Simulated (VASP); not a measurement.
# ZrSiW (I4mm) in VASP: notebook

ZrSiW is run at these levels: PBE; tasks: single point.

All numbers are computed with VASP 6.6.1; they aren't measurements. Logs are shortened: lines on timing, memory, paths and dates and some standing lists are left out, and cuts for length are marked.

## Step 1: The cell of the first run

The structure is tetragonal, space group I4mm (No. 107). Conventional cell: a = 3.352 Å, b = 3.352 Å, c = 9.194 Å, α = 90.00°, β = 90.00°, γ = 90.00°. Zr (site symmetry 4mm) has 5 Si at 2.87 to 2.94 Å and 5 W at 2.87 to 2.93 Å and 4 Zr at 3.35 Å within 3.8 Å. Within 3.5 Å of Si (site symmetry 4mm) lie 5 W at 2.63 to 3.46 Å and 5 Zr at 2.87 to 2.94 Å and 4 Si at 3.35 Å. Within 3.5 Å of W (site symmetry 4mm) lie 5 Si at 2.63 to 3.46 Å and 5 Zr at 2.87 to 2.93 Å and 4 W at 3.35 Å.

## Step 2: Single point, PBE

INCAR

```
SYSTEM = ZrSiW
  PREC = Accurate
  ENCUT = 520
  EDIFF = 1E-6
  ISMEAR = 0
  SIGMA = 0.1
  LREAL = .False.
  LASPH = .True.
  NELM = 100
  ALGO = Normal
  ISIF = 2
  LWAVE = .False.
  LCHARG = .False.
  GGA = PE
  NBANDS = 22
```

KPOINTS

```
regular mesh
0
Gamma
  18 18 18
  0 0 0
```

POSCAR

```
ZrSiW
1.0
   -1.6762233143      1.6762233143      4.5969679856
    1.6762233143     -1.6762233143      4.5969679856
    1.6762233143      1.6762233143     -4.5969679856
Zr Si W
1 1 1
Direct
    0.3335794596      0.3335794596      0.0000000000
    0.6452856042      0.6452856042      0.0000000000
    0.0211349362      0.0211349362      0.0000000000
```

Potentials or basis: VASP PAW PBE potentials, release 64 (Zr_sv, Si, W_sv).

Run with:

```bash
> cat potpaw_PBE.64/Zr_sv/POTCAR potpaw_PBE.64/Si/POTCAR potpaw_PBE.64/W_sv/POTCAR > POTCAR
> mpirun -np 1 vasp_std > vasp.out
```

OUTCAR:

```text
SYSTEM = ZrSiW
   PREC = Accurate
   ENCUT = 520
   EDIFF = 1E-6
   ISMEAR = 0
   LREAL = .False.
   LASPH = .True.
   NELM = 100
   ISIF = 2
   GGA = PE

 ion  position               nearest neighbor table
   1  0.334  0.334  0.000-   2 2.87   3 2.87   3 2.93   3 2.93   3 2.93   3 2.93   2 2.94   2 2.94
                             2 2.94   2 2.94
   2  0.645  0.645  0.000-   3 2.63   3 2.63   3 2.63   3 2.63   1 2.87   1 2.94   1 2.94   1 2.94
                             1 2.94
   3  0.021  0.021  0.000-   2 2.63   2 2.63   2 2.63   2 2.63   1 2.87   1 2.93   1 2.93   1 2.93
                             1 2.93

  LATTYP: Found a body centered tetragonal cell.
 ALAT       =     3.3524466286
 C/A-ratio  =     2.7424555824

  Lattice vectors:

 A1 = (  -1.6762233143,   1.6762233143,   4.5969679856)
 A2 = (   1.6762233143,  -1.6762233143,   4.5969679856)
 A3 = (   1.6762233143,   1.6762233143,  -4.5969679856)

Analysis of symmetry for initial positions (statically):
=====================================================================
 Subroutine PRICEL returns:
 Original cell was already a primitive cell.

 Routine SETGRP: Setting up the symmetry group for a
 body centered tetragonal supercell.

 Subroutine GETGRP returns: Found  8 space group operations
 (whereof  8 operations were pure point group operations)
 out of a pool of 16 trial point group operations.

The static configuration has the point symmetry C_4v.

Analysis of symmetry for dynamics (positions and initial velocities):
=====================================================================
 Subroutine PRICEL returns:
 Original cell was already a primitive cell.

 Routine SETGRP: Setting up the symmetry group for a
 body centered tetragonal supercell.

 Subroutine GETGRP returns: Found  8 space group operations
 (whereof  8 operations were pure point group operations)
 out of a pool of 16 trial point group operations.

The dynamic configuration has the point symmetry C_4v.

 Subroutine INISYM returns: Found  8 space group operations
 (whereof  8 operations are pure point group operations),
 and found     1 'primitive' translations

----------------------------------------------------------------------------------------

                                     Primitive cell

  volume of cell :      51.6649

  direct lattice vectors                    reciprocal lattice vectors
    -1.676223314  1.676223314  4.596967986     0.000000000  0.298289611  0.108767344
     1.676223314 -1.676223314  4.596967986     0.298289611  0.000000000  0.108767344
     1.676223314  1.676223314 -4.596967986     0.298289611  0.298289611  0.000000000

  length of vectors
     5.172191398  5.172191398  5.172191398     0.317501224  0.317501224  0.421845213

  position of ions in fractional coordinates (direct lattice)
     0.333579460  0.333579460  0.000000000
     0.645285604  0.645285604  0.000000000
     0.021134936  0.021134936  0.000000000

  ion indices of the primitive-cell ions
   primitive index   ion index
                 1           1
                 2           2
                 3           3

----------------------------------------------------------------------------------------

 KPOINTS: regular mesh

Automatic generation of k-mesh.
 Grid dimensions read from file:
 generate k-points for:   18   18   18

 Generating k-lattice:

  Cartesian coordinates                     Fractional coordinates (reciprocal lattice)
     0.000000000  0.016571645  0.006042630     0.055555556  0.000000000  0.000000000
     0.016571645  0.000000000  0.006042630     0.000000000  0.055555556  0.000000000
     0.016571645  0.016571645  0.000000000     0.000000000  0.000000000  0.055555556

  Length of vectors
     0.017638957  0.017638957  0.023435845

  Shift w.r.t. Gamma in fractional coordinates (k-lattice)
     0.000000000  0.000000000  0.000000000

 Subroutine IBZKPT returns following result:
 ===========================================

 Found    480 irreducible k-points:

 Following reciprocal coordinates:
            Coordinates               Weight
  0.000000  0.000000  0.000000      1.000000
  0.055556  0.000000  0.000000      8.000000
  0.111111  0.000000  0.000000      8.000000
  0.166667  0.000000 -0.000000      8.000000
  0.222222  0.000000 -0.000000      8.000000
  0.277778  0.000000  0.000000      8.000000
[... 16 lines left out ...]
 -0.277778  0.055556 -0.000000     16.000000
 -0.222222  0.055556  0.000000     16.000000
 [... further k-points ...]
   k-points           NKPTS =    480   k-points in BZ     NKDIM =    480   number of bands    NBANDS=     22
   number of dos      NEDOS =    301   number of ions     NIONS =      3
   total plane-waves  NPLWV =  64000
   dimension x,y,z NGX =    40 NGY =   40 NGZ =   40
   dimension x,y,z NGXF=    80 NGYF=   80 NGZF=   80
   ions per type =               1   1   1
   NGX,Y,Z   is equivalent  to a cutoff of  12.86, 12.86, 12.86 a.u.
   NGXF,Y,Z  is equivalent  to a cutoff of  25.71, 25.71, 25.71 a.u.
 SYSTEM =  ZrSiW
   PREC   = accura    normal or accurate (medium, high low for compatibility)
   ISTART =      0    job   : 0-new  1-cont  2-samecut
   ICHARG =      2    charge: 1-file 2-atom 10-const
   ISPIN  =      1    spin polarized calculation?
   LNONCOLLINEAR =      F non collinear calculations
   LSORBIT =      F    spin-orbit coupling
   LASPH  =      T    aspherical Exc in radial PAW
   ENCUT  =  520.0 eV  38.22 Ry    6.18 a.u.   9.62  9.62  9.62*2*pi/ulx,y,z
   NELM   =    100;   NELMIN=  2; NELMDL= -5     # of ELM steps
   EDIFF  = 0.1E-05   stopping-criterion for ELM
   LREAL  =      F    real-space projection
   EDIFFG = 0.1E-04   stopping-criterion for IOM
   NSW    =      0    number of steps for IOM
   IBRION =     -1    ionic relax: 0-MD 1-quasi-New 2-CG
   NFREE  =      0    steps in history (QN), initial steepest desc. (CG)
   ISIF   =      2    stress and relaxation
   ISYM   =      2    0-nonsym 1-usesym 2-fastsym
   POTIM  = 0.5000    time-step for ionic-motion
   TEBEG  =    0.0;   TEEND  =   0.0 temperature during run
   PSTRESS=    0.0 pullay stress
   NELECT =      30.0000    total number of electrons
   NUPDOWN=      -1.0000    fix difference up-down
   EMIN   =  10.00;   EMAX   =-10.00  energy-range for DOS
   EFERMI =   0.00;   METHOD = LEGACY
   ISMEAR =     0;   SIGMA  =   0.10  broadening in eV -4-tet -1-fermi 0-gaus
   EFERMI_NEDOS =   21; number of points for ismear=-14 and -15
   IALGO  =     38    algorithm
   IMIX   =      4    mixing-type and parameters
     AMIX     =   0.40;   BMIX     =  1.00
     AMIX_MAG =   1.60;   BMIX_MAG =  1.00
  volume/ion in A,a.u.               =      17.22       116.22
  Fermi-wavevector in a.u.,A,eV,Ry     =   1.365789  2.580966 25.380018  1.865379
  Thomas-Fermi vector in A             =   2.491986
   LORBIT       =      0    0 simple, 1 ext, 2 COOP (PROOUT), +10 PAW based schemes
   GGA     = PE    functional components
   LHFCALC =     F    Hartree Fock is set to
   AEXX    =    0.0000 exact exchange contribution
   IVDW    =     0    specifies the selected vdW correction
   LEPSILON=     F    determine dielectric tensor
   LRPA    =     F    only Hartree local field effects (RPA)
 non-spin polarized calculation
 Gauss-broadening in eV      SIGMA  =   0.10
  energy-cutoff  :      520.00
  volume of cell :       51.66
 maximum number of plane-waves:      1409
   NGX = 19   NGY = 19   NGZ = 19

 number of electron      30.0000000 magnetization

 Free energy of the ion-electron system (eV)
  ---------------------------------------------------
  ext. energy  EPLUGINS =         0.00000000
  ---------------------------------------------------
  free energy    TOTEN  =       -27.49213343 eV

  energy without entropy =      -27.48315702  energy(sigma->0) =      -27.48764522

 E-fermi :  10.1920     XC(G=0): -12.0563

 val. band max:       10.1882778457   @ k =  -0.2778   0.3333   0.0556
 cond. band min:      10.1933075566   @ k =  -0.2222   0.0556   0.0000
 fundamental gap:      0.0050297110
 Fermi energy:        10.1919787378

 k-point     1 :       0.0000    0.0000    0.0000
  band No.  band energies     occupation
      1     -63.3829      2.00000
      2     -38.3327      2.00000
      3     -27.6369      2.00000
      4     -27.6369      2.00000
      5     -27.5059      2.00000
      6     -16.3842      2.00000
[... 14 lines left out ...]
     21      15.9975      0.00000
     22      17.2399      0.00000

 k-point     2 :       0.0556    0.0000    0.0000
  band No.  band energies     occupation
      1     -63.3827      2.00000
      2     -38.3319      2.00000
      3     -27.6408      2.00000
      4     -27.6365      2.00000
      5     -27.5054      2.00000
      6     -16.3834      2.00000
[... 14 lines left out ...]
     21      15.9844      0.00000
     22      16.7610      0.00000

 k-point     3 :       0.1111    0.0000    0.0000
  band No.  band energies     occupation
      1     -63.3824      2.00000
      2     -38.3295      2.00000
      3     -27.6521      2.00000
      4     -27.6354      2.00000
      5     -27.5041      2.00000
      6     -16.3811      2.00000
[... 14 lines left out ...]
     21      15.9026      0.00000
     22      16.1878      0.00000

 k-point     4 :       0.1667    0.0000   -0.0000
  band No.  band energies     occupation
      1     -63.3819      2.00000
      2     -38.3259      2.00000
      3     -27.6694      2.00000
      4     -27.6336      2.00000
      5     -27.5020      2.00000
      6     -16.3844      2.00000
[... 14 lines left out ...]
     21      15.5642      0.00000
     22      15.9151      0.00000

 k-point     5 :       0.2222    0.0000   -0.0000
  band No.  band energies     occupation
      1     -63.3813      2.00000
      2     -38.3214      2.00000
      3     -27.6905      2.00000
      4     -27.6315      2.00000
      5     -27.4994      2.00000
      6     -16.4383      2.00000
[... 417 lines left out ...]
 k-point    22 :      -0.3333    0.0556    0.0000
  band No.  band energies     occupation
      1     -63.3798      2.00000
      2     -38.3112      2.00000
      3     -27.7335      2.00000
      4     -27.6310      2.00000
      5     -27.4942      2.00000
      6     -16.5577      2.00000
[... 14 lines left out ...]
     21      14.7779      0.00000
     22      15.5418      0.00000

 k-point    23 :      -0.2778    0.0556   -0.0000
  band No.  band energies     occupation
      1     -63.3805      2.00000
      2     -38.3157      2.00000
      3     -27.7125      2.00000
      4     -27.6331      2.00000
      5     -27.4968      2.00000
      6     -16.4997      2.00000
[... 14 lines left out ...]
     21      14.9705      0.00000
     22      15.5152      0.00000

 k-point    24 :      -0.2222    0.0556    0.0000
  band No.  band energies     occupation
      1     -63.3812      2.00000
      2     -38.3205      2.00000
      3     -27.6901      2.00000
      4     -27.6354      2.00000
      5     -27.4995      2.00000
      6     -16.4373      2.00000
[... 14 lines left out ...]
     21      15.1613      0.00000
     22      15.7813      0.00000

 [... further k-points ...]
[... 5 lines left out ...]
  --------------------------------------------------------------------------------------
  -------------------------------------------------------------------------------------
  Total        0.0188323      0.0188323      0.0330592      0.0000000      0.0000000      0.0000000
  in kB        0.5840071      0.5840071      1.0251968      0.0000000      0.0000000      0.0000000
  external PRESSURE =       0.7310703 kB  Pullay stress =       0.0000000 kB

 VOLUME and BASIS-vectors are now :
 -----------------------------------------------------------------------------
  energy-cutoff  :      520.00
  volume of cell :       51.66
      direct lattice vectors                 reciprocal lattice vectors
    -1.676223314  1.676223314  4.596967986     0.000000000  0.298289611  0.108767344
     1.676223314 -1.676223314  4.596967986     0.298289611  0.000000000  0.108767344
     1.676223314  1.676223314 -4.596967986     0.298289611  0.298289611  0.000000000

 POSITION                                       TOTAL-FORCE (eV/Angst)
 -----------------------------------------------------------------------------------
      0.00000      0.00000      3.06691        -0.000000     -0.000000     -0.000928
      0.00000      0.00000      5.93271        -0.000000     -0.000000     -0.001974
      0.00000      0.00000      0.19431         0.000000      0.000000      0.002902
 -----------------------------------------------------------------------------------
    total drift:                                0.000000      0.000000     -0.000578

  FREE ENERGIE OF THE ION-ELECTRON SYSTEM (eV)
  ---------------------------------------------------
  free  energy   TOTEN  =       -27.4921334281 eV

  energy  without entropy=      -27.4831570155  energy(sigma->0) =      -27.48764522
```

Run time: 12 min. Hardware: 1 thread of Intel Xeon Platinum 8259CL at 2.50GHz (Skylake/Cascade Lake), shared host; peak memory 0.71 GiB.

What came out:

| Quantity | Value |
| --- | --- |
| Free energy | -27.4921 eV |
| Pressure | 0.1 GPa |
| Band gap on the k mesh | zero (band 15 reaches 10.84 eV, above the bottom of band 16 at 9.53 eV) |

Forces on the atoms (eV/Å):
```
Zr   0.000  0.000 -0.001
Si   0.000  0.000 -0.002
W    0.000  0.000  0.003
```

Levels at points of the mesh, in eV from the Fermi level:
```
           k point  band 11  band 12  band 13  band 14  band 15  band 16  band 17  band 18  band 19  band 20
(0.00, 0.00, 0.00)    -2.94    -1.43    -0.88    -0.88    -0.66     0.42     1.14     1.14     1.23     4.14
(0.50, 0.00, 0.00)    -3.33    -2.18    -2.11    -0.83    -0.81     0.38     1.08     2.27     2.58     3.44
(0.50, 0.50, 0.00)    -4.35    -3.96    -1.27    -1.19    -0.99     2.11     2.43     2.81     3.19     3.67
(0.50, 0.50, 0.50)    -3.50    -2.89    -1.20    -1.20     0.65     0.75     2.69     2.69     3.61     3.77
```

Caveat: spin-orbit coupling is left out, which moves the levels of the heavy elements.

(Part 1 of 2 ends here.)
